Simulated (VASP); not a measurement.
A run of VASP 6.6.1 is set up as follows.

POSCAR

```
Re
1.0
    0.0000000000      1.9467225524      1.9467225524
    1.9467225524      0.0000000000      1.9467225524
    1.9467225524      1.9467225524      0.0000000000
Re
1
Direct
    0.0000000000      0.0000000000      0.0000000000
```

Contents of INCAR.step1:

```
  ALGO = Normal
  EDIFF = 1E-4
  ENCUT = 520
  GGA = PE
  ISMEAR = 0
  LASPH = T
  LCHARG = F
  LREAL = F
  LWAVE = T
  NBANDS = 10
  NELM = 100
  PREC = Accurate
  SIGMA = 0.1
```

INCAR.step2

```
  ALGO = Normal
  EDIFF = 1E-7
  ENCUT = 520
  ISIF = 2
  ISMEAR = 0
  ISTART = 1
  LASPH = T
  LCHARG = F
  LMIXTAU = T
  LREAL = F
  LWAVE = F
  METAGGA = R2SCAN
  NBANDS = 10
  NELM = 100
  PREC = Accurate
  SIGMA = 0.1
```

The input KPOINTS:

```
k-points
0
Gamma
  18 18 18
```

Potentials or basis: VASP PAW PBE potentials, release 64 (Re).

The run is started by

```sh
$ cat potpaw_PBE.64/Re/POTCAR > POTCAR
$ cp INCAR.step1 INCAR
$ mpirun -np 1 vasp_std > vasp.out
$ cp INCAR.step2 INCAR
$ mpirun -np 1 vasp_std > vasp.out
```

Question: Predict the pressure.

Answer: 0.0 GPa.

Question: Estimate the band gap on the k mesh.

Answer: Zero (an odd number of electrons rules out a gap without spin polarisation).

Caveat: the PAW data sets were made with another functional, which shifts forces and pressure a little; spin-orbit coupling is left out, which moves the levels of the heavy elements.
